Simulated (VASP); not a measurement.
# Si (a cell with a defect) in VASP: further runs

Si (a cell with a defect) is run at these levels: PBE; tasks: single point.

Everything below comes from runs of VASP 6.6.1. Logs are shortened: lines on timing, memory, paths and dates and some standing lists are left out, and cuts for length are marked.

## 1. The cell of the first run

The cell holds a defect, 31 atoms: a = 9.474 Å, b = 9.474 Å, c = 9.474 Å, α = 109.47°, β = 109.47°, γ = 109.47°.

## 2. Single point, PBE

File INCAR:

```
PREC = Accurate ; ENCUT = 520
EDIFF = 1E-6 ; ISMEAR = 0
SIGMA = 0.02 ; LREAL = Auto
LASPH = True ; NELM = 80
ALGO = Normal ; ISIF = 2
LWAVE = False ; LCHARG = False
GGA = PE ; NBANDS = 83
```

File KPOINTS:

```
Automatic mesh
0
Gamma
  2 2 2
  0.5 0.5 0.5
```

File POSCAR:

```
Si
1.0
   -5.4700937627     -5.4700937627      5.4700937627
    5.4700937627     -5.4700937627     -5.4700937627
    5.4700937627      5.4700937627      5.4700937627
Si
31
Direct
    0.2499997366      0.7500000325      0.6664835482
    0.0060212862      0.7500000325     -0.0053561239
    0.4985751832      0.4999872248      0.7496478448
    0.2499999194      0.5060212165     -0.0053564895
    0.0092747953      0.5092743600      0.2697451934
    0.7483571905      0.7500000325      0.2512873745
    0.4907257748      0.7499999411      0.5104702261
   -0.0000127054     -0.0014247471      0.7496478448
    0.7516428746      0.2516430357      0.7529302383
    0.5000127271      0.2485880606     -0.0003393909
    0.2499998280      0.2483568946      0.2512872831
    0.0014247471      0.2514118696      0.5010725810
    0.7514120741      0.5014247687      0.5010725810
    0.7485878995      0.0000127054     -0.0003393909
    0.4939786441     -0.0060212862      0.2386223265
    0.2500002851     -0.0092745211      0.5104708660
    0.0140821169      0.7499999411      0.7382976737
    0.4995697731      0.5001370395      0.5014398508
    0.2499999194      0.5140822300      0.7382975823
    0.0055964306      0.5055963609      0.0107940563
    0.7527896557      0.7500000325     -0.0010382820
    0.4944036825      0.7500000325      0.2551972709
    0.0001374748     -0.0004300658      0.5014399422
    0.7472102266      0.2472102963      0.4961720252
    0.4998627297      0.2494328359      0.7513026610
    0.2500000108      0.2527898168     -0.0010382820
    0.0004299743      0.2505670944      0.2518698143
    0.7505675731      0.5004301789      0.2518700885
    0.7494325834     -0.0001371092      0.7513027524
    0.4859176305     -0.0140822083     -0.0257847500
    0.2500000108     -0.0055963392      0.2551978194
```

Potentials or basis: VASP PAW PBE potentials, release 64 (Si).

The run is started by

```bash
> cat potpaw_PBE.64/Si/POTCAR > POTCAR
> mpirun -np 1 vasp_std > vasp.out
```

OUTCAR:

```text
PREC = Accurate
   ENCUT = 520
   EDIFF = 1E-6
   ISMEAR = 0
   LREAL = Auto
   LASPH = True
   NELM = 80
   ISIF = 2
   GGA = PE

 ion  position               nearest neighbor table
   1  0.250  0.750  0.666-  17 2.54  30 2.54  19 2.54  16 3.10   5 3.10   7 3.10
   2  0.006  0.750  0.995-  31 2.37  20 2.37  21 2.41  17 2.46
   3  0.499  0.500  0.750-  18 2.36  19 2.37  21 2.38  25 2.38
   4  0.250  0.506  0.995-  20 2.37  22 2.37  26 2.41  19 2.46
   5  0.009  0.509  0.270-  27 2.37  28 2.37  20 2.43   1 3.10
   6  0.748  0.750  0.251-  28 2.37  23 2.37  21 2.40  22 2.42
   7  0.491  0.750  0.510-  29 2.37  18 2.37  22 2.43   1 3.10
[... 22 lines left out ...]
  30  0.486  0.986  0.974-  10 2.37  14 2.37  15 2.46   1 2.54
  31  0.250  0.994  0.255-   2 2.37  15 2.37  11 2.42  16 2.43

  LATTYP: Found a body centered cubic cell.
 ALAT       =    10.9401875254

  Lattice vectors:

 A1 = (  -5.4700937627,  -5.4700937627,   5.4700937627)
 A2 = (   5.4700937627,  -5.4700937627,  -5.4700937627)
 A3 = (   5.4700937627,   5.4700937627,   5.4700937627)

Analysis of symmetry for initial positions (statically):
=====================================================================
 Subroutine PRICEL returns:
 Original cell was already a primitive cell.

 Routine SETGRP: Setting up the symmetry group for a
 body centered cubic supercell.

 Subroutine GETGRP returns: Found  6 space group operations
 (whereof  1 operations were pure point group operations)
 out of a pool of 48 trial point group operations.

The static configuration has the point symmetry C_1 .
 The point group associated with its full space group is C_3v.

Analysis of symmetry for dynamics (positions and initial velocities):
=====================================================================
 Subroutine PRICEL returns:
 Original cell was already a primitive cell.

 Routine SETGRP: Setting up the symmetry group for a
 body centered cubic supercell.

 Subroutine GETGRP returns: Found  6 space group operations
 (whereof  1 operations were pure point group operations)
 out of a pool of 48 trial point group operations.

The dynamic configuration has the point symmetry C_1 .
 The point group associated with its full space group is C_3v.

 Subroutine INISYM returns: Found  6 space group operations
 (whereof  1 operations are pure point group operations),
 and found     1 'primitive' translations

----------------------------------------------------------------------------------------

                                     Primitive cell

  volume of cell :     654.7030

  direct lattice vectors                    reciprocal lattice vectors
    -5.470093763 -5.470093763  5.470093763     0.000000000 -0.091406111  0.091406111
     5.470093763 -5.470093763 -5.470093763     0.091406111 -0.091406111  0.000000000
     5.470093763  5.470093763  5.470093763     0.091406111  0.000000000  0.091406111

  length of vectors
     9.474480319  9.474480319  9.474480319     0.129267762  0.129267762  0.129267762

  position of ions in fractional coordinates (direct lattice)
     0.249999737  0.750000032  0.666483548
     0.006021286  0.750000032  0.994643876
     0.498575183  0.499987225  0.749647845
     0.249999919  0.506021217  0.994643510
     0.009274795  0.509274360  0.269745193
     0.748357191  0.750000032  0.251287375
[... 23 lines left out ...]
     0.485917630  0.985917792  0.974215250
     0.250000011  0.994403661  0.255197819

  ion indices of the primitive-cell ions
   primitive index   ion index
                 1           1
                 2           2
                 3           3
                 4           4
                 5           5
                 6           6
[... 23 lines left out ...]
                30          30
                31          31

----------------------------------------------------------------------------------------

 KPOINTS: Automatic mesh

Automatic generation of k-mesh.
 Grid dimensions read from file:
 generate k-points for:    2    2    2

 Generating k-lattice:

[... 42 lines left out ...]
   IALGO  =     38    algorithm
   IMIX   =      4    mixing-type and parameters
     AMIX     =   0.40;   BMIX     =  1.00
     AMIX_MAG =   1.60;   BMIX_MAG =  1.00
  volume/ion in A,a.u.               =      21.12       142.52
  Fermi-wavevector in a.u.,A,eV,Ry     =   0.940158  1.776640 12.026137  0.883896
  Thomas-Fermi vector in A             =   2.067541
   LORBIT       =      0    0 simple, 1 ext, 2 COOP (PROOUT), +10 PAW based schemes
   GGA     = PE    functional components
   LHFCALC =     F    Hartree Fock is set to
   AEXX    =    0.0000 exact exchange contribution
   IVDW    =     0    specifies the selected vdW correction
   LEPSILON=     F    determine dielectric tensor
   LRPA    =     F    only Hartree local field effects (RPA)
 non-spin polarized calculation
 Gauss-broadening in eV      SIGMA  =   0.02
  energy-cutoff  :      520.00
  volume of cell :      654.70
 maximum number of plane-waves:     17628
 NGX is ok and might be reduce to    70
   NGX = 35   NGY = 35   NGZ = 35

 number of electron     124.0000003 magnetization

 Free energy of the ion-electron system (eV)
  ---------------------------------------------------
  ext. energy  EPLUGINS =         0.00000000
  ---------------------------------------------------
  free energy    TOTEN  =      -163.97168747 eV

  energy without entropy =     -163.96397435  energy(sigma->0) =     -163.96783091

 E-fermi :   5.3927     XC(G=0):  -9.2399

 val. band max:        5.1504933183   @ k =  -0.2500   0.2500   0.2500
 cond. band min:       5.3988120468   @ k =  -0.2500   0.2500   0.2500
 fundamental gap:      0.2483187285
 Fermi energy:         5.3927206429

 k-point     1 :       0.2500    0.2500    0.2500
  band No.  band energies     occupation
      1      -5.6068      2.00000
      2      -5.6068      2.00000
      3      -5.5519      2.00000
      4      -5.3827      2.00000
      5      -3.8140      2.00000
      6      -3.8140      2.00000
[... 66 lines left out ...]
     73       7.0280      0.00000
     74       7.1220      0.00000

 k-point     2 :      -0.2500    0.2500    0.2500
  band No.  band energies     occupation
      1      -6.0562      2.00000
      2      -5.1123      2.00000
      3      -5.0632      2.00000
      4      -5.0244      2.00000
      5      -4.9188      2.00000
      6      -4.2809      2.00000
[... 66 lines left out ...]
     73       7.6864      0.00000
     74       7.7579      0.00000
 [bands above 74 left out]

------------------------ aborting loop because EDIFF is reached ----------------------------------------

  FORCE on cell =-STRESS in cart. coord.  units (eV):
  Direction    XX          YY          ZZ          XY          YZ          ZX
  --------------------------------------------------------------------------------------
  -------------------------------------------------------------------------------------
  Total      -10.1822514    -10.1822514    -10.1822514     -3.6828253     -3.6828253     -3.6828253
  in kB      -24.9178228    -24.9178228    -24.9178228     -9.0125439     -9.0125439     -9.0125439
  external PRESSURE =     -24.9178228 kB  Pullay stress =       0.0000000 kB

 VOLUME and BASIS-vectors are now :
 -----------------------------------------------------------------------------
  energy-cutoff  :      520.00
  volume of cell :      654.70
      direct lattice vectors                 reciprocal lattice vectors
    -5.470093763 -5.470093763  5.470093763     0.000000000 -0.091406111  0.091406111
     5.470093763 -5.470093763 -5.470093763     0.091406111 -0.091406111  0.000000000
     5.470093763  5.470093763  5.470093763     0.091406111  0.000000000  0.091406111

 POSITION                                       TOTAL-FORCE (eV/Angst)
 -----------------------------------------------------------------------------------
      6.38078     -1.82436      0.91068         0.316309      0.316309      0.316309
      9.51043      1.30529      1.37116        -0.003539     -0.003539     -0.010204
      4.10837     -1.36159      4.09292        -0.003465     -0.001817     -0.009166
      6.84125      1.30529      4.04033        -0.010204     -0.003539     -0.003539
      4.21058     -1.36098     -1.25951        -0.069327      0.003372     -0.069327
      1.38355     -6.82159      1.36558        -0.015982     -0.015982     -0.002788
[... 23 lines left out ...]
      8.06410     -2.72203      2.59400         0.010698     -0.000313      0.010698
      5.46791     -5.41105     -2.67600        -0.012403     -0.026447     -0.026447
 -----------------------------------------------------------------------------------
    total drift:                               -0.014960     -0.015142     -0.016288

  FREE ENERGIE OF THE ION-ELECTRON SYSTEM (eV)
  ---------------------------------------------------
  free  energy   TOTEN  =      -163.9716874668 eV

  energy  without entropy=     -163.9639743508  energy(sigma->0) =     -163.96783091
```

It took 1.8 min on 1 thread of Intel Xeon 6975P-C (Granite Rapids), shared host; peak memory 0.65 GiB.

Results:

```
Free energy            : -163.9717 eV
Pressure               : -2.5 GPa
Largest force          : 0.548 eV/Å
Band gap on the k mesh : zero (bands 62 and 63 overlap by 0.20 eV)
```

Forces in eV/Å, atoms in the order of the input:
```
Si   0.316  0.316  0.316
Si  -0.004 -0.004 -0.010
Si  -0.003 -0.002 -0.009
Si  -0.010 -0.004 -0.004
Si  -0.069  0.003 -0.069
Si  -0.016 -0.016 -0.003
Si  -0.069 -0.069  0.003
Si  -0.009 -0.002 -0.003
Si  -0.016 -0.003 -0.016
Si  -0.009 -0.003 -0.002
Si  -0.003 -0.016 -0.016
Si  -0.003 -0.009 -0.002
Si  -0.002 -0.009 -0.003
Si  -0.002 -0.003 -0.009
Si  -0.004 -0.010 -0.004
Si   0.003 -0.069 -0.069
Si   0.011  0.011  0.000
Si  -0.010 -0.001  0.000
Si   0.000  0.011  0.011
Si  -0.026 -0.012 -0.026
Si  -0.012 -0.012 -0.011
Si  -0.026 -0.026 -0.012
Si   0.000 -0.001 -0.010
Si  -0.012 -0.011 -0.012
Si   0.000 -0.010 -0.001
Si  -0.011 -0.012 -0.012
Si  -0.010  0.000 -0.001
Si  -0.001  0.000 -0.010
Si  -0.001 -0.010  0.000
Si   0.011  0.000  0.011
Si  -0.012 -0.026 -0.026
```

Caveat: the k points lie up to 0.41 Å⁻¹ apart.

## 3. Single point, PBE

File INCAR:

```
SYSTEM = Si
ALGO     = Normal         ! electronic algorithm
EDIFF    = 1E-6           ! SCF threshold, eV
ENCUT    = 520            ! plane-wave cutoff, eV
GGA      = PE             ! functional
ISIF     = 2              ! what is computed and relaxed
ISMEAR   = 0              ! smearing method
LASPH    = .True.         ! aspherical terms in the spheres
LCHARG   = .False.        ! write CHGCAR
LREAL    = Auto         
LWAVE    = .False.        ! write WAVECAR
NBANDS   = 83             ! bands
NELM     = 80             ! most SCF steps
PREC     = Accurate       ! precision mode
SIGMA    = 0.02           ! smearing width, eV
```

KPOINTS is that of step 2.

File POSCAR:

```
Si
1.0
   -5.4700937627     -5.4700937627      5.4700937627
    5.4700937627     -5.4700937627     -5.4700937627
    5.4700937627      5.4700937627      5.4700937627
Si
31
Direct
    0.2500001023      0.7499996669      0.5835162318
    0.0055964306      0.7500000325     -0.0051972601
    0.4998625469      0.5004300874      0.7485600207
    0.2499999194      0.5055963609     -0.0051978085
    0.0140822997      0.5140822300      0.2757845780
    0.7472104094      0.7500000325      0.2510383843
    0.4859179048      0.7500000325      0.5117023805
    0.0004301572     -0.0001371092      0.7485601121
    0.7527898385      0.2527898168      0.7538280291
    0.4995700473      0.2494328359     -0.0018698034
    0.2500000108      0.2472102049      0.2510382015
    0.0001372920      0.2505671858      0.4986973018
    0.7505673903      0.5001370395      0.4986972104
    0.7494324006     -0.0004301572     -0.0018700776
    0.4944036825     -0.0055962478      0.2392060460
    0.2500001023     -0.0140822997      0.5117024719
    0.0092742469      0.7500001239      0.7395297367
    0.5000128185      0.5014247687      0.5003522094
    0.2499996452      0.5092745428      0.7395290054
    0.0060212862      0.5060212165      0.0113775929
    0.7516427832      0.7500000325     -0.0012873637
    0.4939787355      0.7500000325      0.2553562262
    0.0014249299      0.0000127969      0.5003522094
    0.7483570991      0.2483568946      0.4970697246
    0.4985752746      0.2485880606      0.7489274732
    0.2500001023      0.2516431271     -0.0012872723
   -0.0000127969      0.2514118696      0.2503393103
    0.7514120741      0.4999872248      0.2503393103
    0.7485878995     -0.0014247471      0.7489274732
    0.4907253178     -0.0092743383     -0.0197449998
    0.2500001023     -0.0060211948      0.2553565918
```

Potentials or basis: VASP PAW PBE potentials, release 64 (Si).

The run is started by

```bash
> cat potpaw_PBE.64/Si/POTCAR > POTCAR
> mpirun -np 1 vasp_std > vasp.out
```

Run time: 97 s. Hardware: 1 thread of Intel Xeon 6975P-C (Granite Rapids), shared host; peak memory 0.64 GiB.

It converged, with:

| Property | Result |
| --- | --- |
| Free energy | -163.9716 eV |
| Pressure | -2.5 GPa |
| Largest force | 0.550 eV/Å |
| Band gap on the k mesh | zero (bands 62 and 63 overlap by 0.20 eV) |

Forces on the atoms (eV/Å):
```
Si  -0.317 -0.317 -0.317
Si   0.025  0.025  0.013
Si   0.002  0.002  0.011
Si   0.013  0.025  0.025
Si  -0.009  0.001 -0.009
Si   0.012  0.012  0.010
Si  -0.009 -0.009  0.001
Si   0.011  0.002  0.002
Si   0.012  0.010  0.012
Si   0.011  0.002  0.002
Si   0.010  0.012  0.012
Si   0.002  0.011  0.002
Si   0.002  0.011  0.002
Si   0.002  0.002  0.011
Si   0.025  0.013  0.025
Si   0.001 -0.009 -0.009
Si   0.069  0.069 -0.004
Si   0.010  0.000  0.004
Si  -0.004  0.069  0.069
Si   0.002  0.010  0.002
Si   0.015  0.015  0.003
Si   0.002  0.002  0.010
Si   0.004  0.000  0.010
Si   0.015  0.003  0.015
Si   0.004  0.010  0.000
Si   0.003  0.015  0.015
Si   0.010  0.004  0.000
Si   0.000  0.004  0.010
Si   0.000  0.010  0.004
Si   0.069 -0.004  0.069
Si   0.010  0.002  0.002
```

Stress tensor (GPa, compression positive):
```
-2.49 -0.90 -0.90
-0.90 -2.49 -0.90
-0.90 -0.90 -2.49
```

Levels at points of the mesh, in eV from the Fermi level:
| k point | band 57 | band 58 | band 59 | band 60 | band 61 | band 62 | band 63 | band 64 | band 65 | band 66 |
| --- | --- | --- | --- | --- | --- | --- | --- | --- | --- | --- |
| (0.25, 0.25, 0.25) | -0.76 | -0.72 | -0.72 | -0.65 | -0.65 | 0.21 | 0.21 | 0.44 | 1.37 | 1.37 |

Caveat: the k points lie up to 0.41 Å⁻¹ apart.

## 4. Single point, PBE

File INCAR:

```
SYSTEM = Si
PREC = Accurate ; ENCUT = 520
EDIFF = 1E-6 ; ISMEAR = 0
SIGMA = 0.02 ; LREAL = Auto
LASPH = .True. ; NELM = 80
ALGO = Normal ; ISIF = 2
LWAVE = .False. ; LCHARG = .False.
GGA = PE ; NBANDS = 83
```

KPOINTS is that of step 3.

File POSCAR:

```
Si
1.0
   -5.4700937627     -5.4700937627      5.4700937627
    5.4700937627     -5.4700937627     -5.4700937627
    5.4700937627      5.4700937627      5.4700937627
Si
31
Direct
    0.2500001023      0.7499999411      0.5452138719
    0.0036474695      0.7500001239     -0.0035597196
    0.4995444536      0.5009234062      0.7488701616
    0.2499999194      0.5036470341     -0.0035609079
    0.0092893289      0.5092892592      0.2660437943
    0.7480534480      0.7499998497      0.2506587747
    0.4907108756      0.7500000325      0.5067545677
    0.0009238416     -0.0004545626      0.7488703444
    0.7519467085      0.2519465040      0.7526053809
    0.4990765457      0.2486216981     -0.0020530727
    0.2500001023      0.2480532435      0.2506588661
    0.0004552938      0.2513785064      0.4993255360
    0.7513787109      0.5004546757      0.4993250790
    0.7486209885     -0.0009237502     -0.0020535297
    0.4963527350     -0.0036471038      0.2427923647
    0.2500000108     -0.0092893289      0.5067545677
    0.0057546546      0.7500003068      0.7444701456
    0.5003273470      0.5013074033      0.5001512074
    0.2499995538      0.5057550419      0.7444692315
    0.0039554167      0.5039552555      0.0071501517
    0.7507021229      0.7499998497     -0.0010360883
    0.4960446964      0.7499999411      0.2531945630
    0.0013073816      0.0003274167      0.5001509332
    0.7492977594      0.2492973721      0.4982616603
    0.4986926401      0.2490200459      0.7488437452
    0.2500002851      0.2507027410     -0.0010357226
   -0.0003274167      0.2509798844      0.2498237799
    0.7509800889      0.4996726050      0.2498235971
    0.7490199762     -0.0013074730      0.7488437452
    0.4942447273     -0.0057546546     -0.0112852727
    0.2500001937     -0.0039552338      0.2531951115
```

The run is started by

```bash
> cat potpaw_PBE.64/Si/POTCAR > POTCAR
> mpirun -np 1 vasp_std > vasp.out
```

Run time: 95 s. Hardware: 1 thread of Intel Xeon 6975P-C (Granite Rapids), shared host; peak memory 0.65 GiB.

The run converged. Its results:

* Free energy: -164.1802 eV
* Pressure: -1.7 GPa
* Largest force: 0.329 eV/Å
* Band gap on the k mesh: zero (bands 62 and 63 overlap by 0.18 eV)

Forces on the atoms (eV/Å):
```
Si  -0.190 -0.190 -0.190
Si   0.024  0.024  0.010
Si   0.009  0.008  0.005
Si   0.010  0.024  0.024
Si  -0.049  0.012 -0.049
Si   0.001  0.001  0.012
Si  -0.049 -0.049  0.012
Si   0.005  0.008  0.009
Si   0.001  0.012  0.001
Si   0.005  0.009  0.008
Si   0.012  0.001  0.001
Si   0.009  0.005  0.008
Si   0.008  0.005  0.009
Si   0.008  0.009  0.005
Si   0.024  0.010  0.024
Si   0.012 -0.049 -0.049
Si   0.051  0.051  0.013
Si   0.005  0.005  0.008
Si   0.013  0.051  0.051
Si  -0.014  0.007 -0.014
Si   0.012  0.012  0.004
Si  -0.014 -0.014  0.007
Si   0.008  0.005  0.005
Si   0.012  0.004  0.012
Si   0.008  0.005  0.005
Si   0.004  0.012  0.012
Si   0.005  0.008  0.005
Si   0.005  0.008  0.005
Si   0.005  0.005  0.008
Si   0.051  0.013  0.051
Si   0.007 -0.014 -0.014
```

Stress tensor (GPa, compression positive):
```
-1.69 -0.48 -0.48
-0.48 -1.69 -0.48
-0.48 -0.48 -1.69
```

Levels at points of the mesh, in eV from the Fermi level:
```tsv
k point	band 59	band 60	band 61	band 62	band 63	band 64
(0.25, 0.25, 0.25)	-0.93	-0.90	-0.90	0.18	0.18	0.20
```

Caveat: the k points lie up to 0.41 Å⁻¹ apart.

The gap in the log of VASP goes by the Fermi energy; the results here count the filled bands.